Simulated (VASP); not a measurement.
# V (Fm-3m) in VASP: settings compared

The runs below take V through relaxation of cell and atoms, with PBE, PBE+U.

All numbers are computed with VASP 6.6.1; they aren't measurements. Logs are shortened: lines on timing, memory, paths and dates and some standing lists are left out, and cuts for length are marked.

### Step 1. The cell of the first run

Symmetry: Fm-3m, No. 225, cubic system. The conventional cell has a = 3.863 Å, b = 3.863 Å, c = 3.863 Å, α = 90.00°, β = 90.00°, γ = 90.00°. V (site symmetry m-3m) has 12 V at 2.73 Å within 3.6 Å.

### Step 2. Relaxation of cell and atoms, PBE

INCAR

```
SYSTEM = V
PREC = Accurate
ENCUT = 500
EDIFF = 1E-7
ISMEAR = -1
SIGMA = 0.1
LREAL = .False.
LASPH = .True.
NELM = 120
ALGO = Normal
ISIF = 3
LWAVE = .False.
LCHARG = .False.
GGA = PE
IBRION = 2
NSW = 60
EDIFFG = -0.01
GGA_COMPAT = .False.
NELMIN = 4
```

KPOINTS

```
Automatic mesh
0
Gamma
  8 8 8
  0 0 0
```

POSCAR

```
V
1.0
    0.0000000000      1.9315760000      1.9315760000
    1.9315760000      0.0000000000      1.9315760000
    1.9315760000      1.9315760000      0.0000000000
V
1
Direct
    0.0000000000      0.0000000000      0.0000000000
```

Potentials or basis: VASP PAW PBE potentials, release 64 (V_sv).

On the command line:

```console
> cat potpaw_PBE.64/V_sv/POTCAR > POTCAR
> mpirun -np 1 vasp_std > vasp.out
```

OUTCAR:

```text
SYSTEM = V
   PREC = Accurate
   ENCUT = 500
   EDIFF = 1E-7
   ISMEAR = -1
   LREAL = .False.
   LASPH = .True.
   NELM = 120
   ISIF = 3
   GGA = PE
   IBRION = 2
   NSW = 60
   EDIFFG = -0.01
   NELMIN = 4

 ion  position               nearest neighbor table
   1  0.000  0.000  0.000-

  LATTYP: Found a face centered cubic cell.
 ALAT       =     3.8631520000

  Lattice vectors:

 A1 = (   0.0000000000,   1.9315760000,   1.9315760000)
 A2 = (   1.9315760000,   0.0000000000,   1.9315760000)
 A3 = (   1.9315760000,   1.9315760000,   0.0000000000)

Analysis of symmetry for initial positions (statically):
=====================================================================
 Subroutine PRICEL returns:
 Original cell was already a primitive cell.

 Routine SETGRP: Setting up the symmetry group for a
 face centered cubic supercell.

 Subroutine GETGRP returns: Found 48 space group operations
[... 9 lines left out ...]

 Routine SETGRP: Setting up the symmetry group for a
 face centered cubic supercell.

 Subroutine GETGRP returns: Found 48 space group operations
[... 11 lines left out ...]
                                     Primitive cell

  volume of cell :      14.4134

  direct lattice vectors                    reciprocal lattice vectors
     0.000000000  1.931576000  1.931576000    -0.258855981  0.258855981  0.258855981
     1.931576000  0.000000000  1.931576000     0.258855981 -0.258855981  0.258855981
     1.931576000  1.931576000  0.000000000     0.258855981  0.258855981 -0.258855981

  length of vectors
     2.731660976  2.731660976  2.731660976     0.448351711  0.448351711  0.448351711

  position of ions in fractional coordinates (direct lattice)
     0.000000000  0.000000000  0.000000000

  ion indices of the primitive-cell ions
   primitive index   ion index
                 1           1

----------------------------------------------------------------------------------------

 KPOINTS: Automatic mesh

Automatic generation of k-mesh.
 Grid dimensions read from file:
 generate k-points for:    8    8    8

 Generating k-lattice:

  Cartesian coordinates                     Fractional coordinates (reciprocal lattice)
    -0.032356998  0.032356998  0.032356998     0.125000000  0.000000000  0.000000000
     0.032356998 -0.032356998  0.032356998     0.000000000  0.125000000  0.000000000
     0.032356998  0.032356998 -0.032356998     0.000000000  0.000000000  0.125000000

  Length of vectors
     0.056043964  0.056043964  0.056043964

  Shift w.r.t. Gamma in fractional coordinates (k-lattice)
     0.000000000  0.000000000  0.000000000

 Subroutine IBZKPT returns following result:
 ===========================================

 Found     29 irreducible k-points:

 Following reciprocal coordinates:
            Coordinates               Weight
  0.000000  0.000000  0.000000      1.000000
  0.125000  0.000000  0.000000      8.000000
  0.250000  0.000000  0.000000      8.000000
  0.375000  0.000000  0.000000      8.000000
  0.500000  0.000000  0.000000      4.000000
  0.125000  0.125000  0.000000      6.000000
[... 16 lines left out ...]
  0.500000  0.250000  0.125000     48.000000
 -0.375000  0.250000  0.125000     24.000000
 [... further k-points ...]
   k-points           NKPTS =     29   k-points in BZ     NKDIM =     29   number of bands    NBANDS=     10
   number of dos      NEDOS =    301   number of ions     NIONS =      1
   total plane-waves  NPLWV =   8000
   dimension x,y,z NGX =    20 NGY =   20 NGZ =   20
   dimension x,y,z NGXF=    40 NGYF=   40 NGZF=   40
   ions per type =               1
   NGX,Y,Z   is equivalent  to a cutoff of  12.17, 12.17, 12.17 a.u.
   NGXF,Y,Z  is equivalent  to a cutoff of  24.34, 24.34, 24.34 a.u.
 SYSTEM =  V
   PREC   = accura    normal or accurate (medium, high low for compatibility)
   ISTART =      0    job   : 0-new  1-cont  2-samecut
   ICHARG =      2    charge: 1-file 2-atom 10-const
   ISPIN  =      1    spin polarized calculation?
   LNONCOLLINEAR =      F non collinear calculations
   LSORBIT =      F    spin-orbit coupling
   LASPH  =      T    aspherical Exc in radial PAW
   ENCUT  =  500.0 eV  36.75 Ry    6.06 a.u.   4.98  4.98  4.98*2*pi/ulx,y,z
   NELM   =    120;   NELMIN=  4; NELMDL= -5     # of ELM steps
   EDIFF  = 0.1E-06   stopping-criterion for ELM
   LREAL  =      F    real-space projection
   EDIFFG = -.1E-01   stopping-criterion for IOM
   NSW    =     60    number of steps for IOM
   IBRION =      2    ionic relax: 0-MD 1-quasi-New 2-CG
   NFREE  =      1    steps in history (QN), initial steepest desc. (CG)
   ISIF   =      3    stress and relaxation
   ISYM   =      2    0-nonsym 1-usesym 2-fastsym
   POTIM  = 0.5000    time-step for ionic-motion
   TEBEG  =    0.0;   TEEND  =   0.0 temperature during run
   PSTRESS=    0.0 pullay stress
   NELECT =      13.0000    total number of electrons
   NUPDOWN=      -1.0000    fix difference up-down
   EMIN   =  10.00;   EMAX   =-10.00  energy-range for DOS
   EFERMI =   0.00;   METHOD = LEGACY
   ISMEAR =    -1;   SIGMA  =   0.10  broadening in eV -4-tet -1-fermi 0-gaus
   EFERMI_NEDOS =   21; number of points for ismear=-14 and -15
   IALGO  =     38    algorithm
   IMIX   =      4    mixing-type and parameters
     AMIX     =   0.40;   BMIX     =  1.00
     AMIX_MAG =   1.60;   BMIX_MAG =  1.00
  volume/ion in A,a.u.               =      14.41        97.27
  Fermi-wavevector in a.u.,A,eV,Ry     =   1.581737  2.989049 34.040287  2.501891
  Thomas-Fermi vector in A             =   2.681767
   LORBIT       =      0    0 simple, 1 ext, 2 COOP (PROOUT), +10 PAW based schemes
   GGA     = PE    functional components
   LHFCALC =     F    Hartree Fock is set to
   AEXX    =    0.0000 exact exchange contribution
   IVDW    =     0    specifies the selected vdW correction
   LEPSILON=     F    determine dielectric tensor
   LRPA    =     F    only Hartree local field effects (RPA)
 conjugate gradient relaxation of ions
 non-spin polarized calculation
  energy-cutoff  :      500.00
  volume of cell :       14.41
 maximum number of plane-waves:       380
   NGX =  9   NGY =  9   NGZ =  9

--------------------------------------- Ionic step        1  -------------------------------------------

 number of electron      12.9999993 magnetization

 Free energy of the ion-electron system (eV)
  ---------------------------------------------------
  ext. energy  EPLUGINS =         0.00000000
  ---------------------------------------------------
  free energy    TOTEN  =        -8.76447970 eV

  energy without entropy =       -8.69926487  energy(sigma->0) =       -8.73187228

------------------------ aborting loop because EDIFF is reached ----------------------------------------

  FORCE on cell =-STRESS in cart. coord.  units (eV):
  Direction    XX          YY          ZZ          XY          YZ          ZX
  --------------------------------------------------------------------------------------
  -------------------------------------------------------------------------------------
  Total       -0.4710360     -0.4710360     -0.4710360     -0.0000000      0.0000000      0.0000000
  in kB      -52.3599554    -52.3599554    -52.3599554     -0.0000000      0.0000000      0.0000000
  external PRESSURE =     -52.3599554 kB  Pullay stress =       0.0000000 kB

 VOLUME and BASIS-vectors are now :
 -----------------------------------------------------------------------------
  energy-cutoff  :      500.00
  volume of cell :       14.41
      direct lattice vectors                 reciprocal lattice vectors
     0.000000000  1.931576000  1.931576000    -0.258855981  0.258855981  0.258855981
     1.931576000  0.000000000  1.931576000     0.258855981 -0.258855981  0.258855981
     1.931576000  1.931576000  0.000000000     0.258855981  0.258855981 -0.258855981

 POSITION                                       TOTAL-FORCE (eV/Angst)
 -----------------------------------------------------------------------------------
      0.00000      0.00000      0.00000        -0.000000     -0.000000      0.000000
 -----------------------------------------------------------------------------------
    total drift:                                0.000000      0.000000      0.000000

  FREE ENERGIE OF THE ION-ELECTRON SYSTEM (eV)
  ---------------------------------------------------
  free  energy   TOTEN  =        -8.7644796966 eV

  energy  without entropy=       -8.6992648660  energy(sigma->0) =       -8.73187228

--------------------------------------- Ionic step        2  -------------------------------------------

 number of electron      13.0000009 magnetization

 E-fermi :  10.0586     XC(G=0): -12.9141

 val. band max:       10.0377987884   @ k =   0.3750   0.1250   0.0000
 cond. band min:      10.0820252849   @ k =   0.5000   0.0000   0.0000
 fundamental gap:      0.0442264965
 Fermi energy:        10.0585701750

 k-point     1 :       0.0000    0.0000    0.0000
  band No.  band energies     occupation
      1     -53.9986      2.00000
      2     -27.3054      2.00000
      3     -27.3054      2.00000
      4     -27.3054      2.00000
      5       3.1362      2.00000
      6      10.2087      0.36434
      7      10.2087      0.36434
      8      10.2087      0.36434
      9      12.0284      0.00000
     10      12.0284      0.00000

 k-point     2 :       0.1250    0.0000    0.0000
  band No.  band energies     occupation
      1     -53.9718      2.00000
      2     -27.4418      2.00000
      3     -27.3224      2.00000
      4     -27.3224      2.00000
      5       3.7192      2.00000
      6       9.9126      1.62298
      7      10.3923      0.06863
      8      10.3923      0.06863
      9      11.9323      0.00000
     10      11.9323      0.00000

 k-point     3 :       0.2500    0.0000    0.0000
  band No.  band energies     occupation
      1     -53.9066      2.00000
      2     -27.7640      2.00000
      3     -27.3630      2.00000
      4     -27.3630      2.00000
      5       5.1843      2.00000
      6       9.4636      1.99480
      7      10.5024      0.02335
      8      10.5024      0.02335
      9      12.1275      0.00000
     10      12.1275      0.00000
[... 286 lines left out ...]
 VOLUME and BASIS-vectors are now :
 -----------------------------------------------------------------------------
  energy-cutoff  :      500.00
  volume of cell :       13.45
      direct lattice vectors                 reciprocal lattice vectors
    -0.000000000  1.887682817  1.887682817    -0.264875007  0.264875007  0.264875007
     1.887682817  0.000000000  1.887682817     0.264875007 -0.264875007  0.264875007
     1.887682817  1.887682817 -0.000000000     0.264875007  0.264875007 -0.264875007

 POSITION                                       TOTAL-FORCE (eV/Angst)
 -----------------------------------------------------------------------------------
      1.88768      1.88768     -0.00000         0.000000     -0.000000     -0.000000
 -----------------------------------------------------------------------------------
    total drift:                                0.000000      0.000000      0.000000

  FREE ENERGIE OF THE ION-ELECTRON SYSTEM (eV)
  ---------------------------------------------------
  free  energy   TOTEN  =        -8.7612030668 eV

  energy  without entropy=       -8.6992246208  energy(sigma->0) =       -8.73021384

--------------------------------------- Ionic step        3  -------------------------------------------

 number of electron      13.0000001 magnetization

 Free energy of the ion-electron system (eV)
  ---------------------------------------------------
  ext. energy  EPLUGINS =         0.00000000
  ---------------------------------------------------
  free energy    TOTEN  =        -8.77205424 eV

  energy without entropy =       -8.70832592  energy(sigma->0) =       -8.74019008

 E-fermi :   9.5773     XC(G=0): -12.7128

 val. band max:        9.5749454799   @ k =   0.3750   0.1250   0.0000
 cond. band min:       9.6185313812   @ k =   0.5000   0.0000   0.0000
 fundamental gap:      0.0435859012
 Fermi energy:         9.5772690572

 k-point     1 :       0.0000    0.0000    0.0000
  band No.  band energies     occupation
      1     -54.5120      2.00000
      2     -27.8752      2.00000
      3     -27.8752      2.00000
      4     -27.8752      2.00000
      5       2.7594      2.00000
      6       9.7348      0.34294
      7       9.7348      0.34294
      8       9.7348      0.34294
      9      11.4607      0.00000
     10      11.4607      0.00000

 k-point     2 :       0.1250    0.0000    0.0000
  band No.  band energies     occupation
      1     -54.4890      2.00000
      2     -27.9957      2.00000
      3     -27.8903      2.00000
      4     -27.8903      2.00000
      5       3.3236      2.00000
      6       9.4540      1.54870
      7       9.9093      0.06973
      8       9.9093      0.06973
      9      11.3712      0.00000
     10      11.3712      0.00000

 k-point     3 :       0.2500    0.0000    0.0000
  band No.  band energies     occupation
      1     -54.4329      2.00000
      2     -28.2809      2.00000
      3     -27.9266      2.00000
      4     -27.9266      2.00000
      5       4.7580      2.00000
      6       9.0155      1.99276
      7      10.0156      0.02466
      8      10.0156      0.02466
      9      11.5572      0.00000
     10      11.5572      0.00000
[... 286 lines left out ...]
 VOLUME and BASIS-vectors are now :
 -----------------------------------------------------------------------------
  energy-cutoff  :      500.00
  volume of cell :       13.97
      direct lattice vectors                 reciprocal lattice vectors
    -0.000000000  1.911407115  1.911407115    -0.261587391  0.261587391  0.261587391
     1.911407115  0.000000000  1.911407115     0.261587391 -0.261587391  0.261587391
     1.911407115  1.911407115 -0.000000000     0.261587391  0.261587391 -0.261587391

 POSITION                                       TOTAL-FORCE (eV/Angst)
 -----------------------------------------------------------------------------------
      0.00000      0.00000      0.00000         0.000000      0.000000     -0.000000
 -----------------------------------------------------------------------------------
    total drift:                                0.000000      0.000000      0.000000

  FREE ENERGIE OF THE ION-ELECTRON SYSTEM (eV)
  ---------------------------------------------------
  free  energy   TOTEN  =        -8.7720542429 eV

  energy  without entropy=       -8.7083259174  energy(sigma->0) =       -8.74019008

 reached required accuracy - stopping structural energy minimisation
```

It took 8.6 s on 1 thread of Intel Xeon Platinum 8375C at 2.90GHz (Ice Lake), shared host; peak memory 0.13 GiB.

Results:

```
Free energy                            : -8.7721 eV
Relaxed volume                         : 13.97 Å³/atom
Relaxed cell                           : a = 2.703 Å, b = 2.703 Å, c = 2.703 Å, α = 60.00°, β = 60.00°, γ = 60.00°
Space group after relaxing (to 0.05 Å) : Fm-3m (No. 225)
Energy gained by relaxing              : 7.6 meV/atom
Ionic steps                            : 3
Pressure after relaxing                : 0.0 GPa
```

Step by step:
```csv
step,energy change (eV),largest force (eV/Å),pressure (GPa),volume (Å³)
1,0.0000,0.0000,-5.24,14.41
2,0.0033,0.0000,7.01,13.45
3,-0.0076,0.0000,-0.03,13.97
```

Final structure:
```xyz
1
Lattice="0.0000 1.9114 1.9114 1.9114 0.0000 1.9114 1.9114 1.9114 0.0000" Properties=species:S:1:pos:R:3 pbc="T T T"
V     0.0000    0.0000    0.0000
```

(Continued in part 2 of 2.)
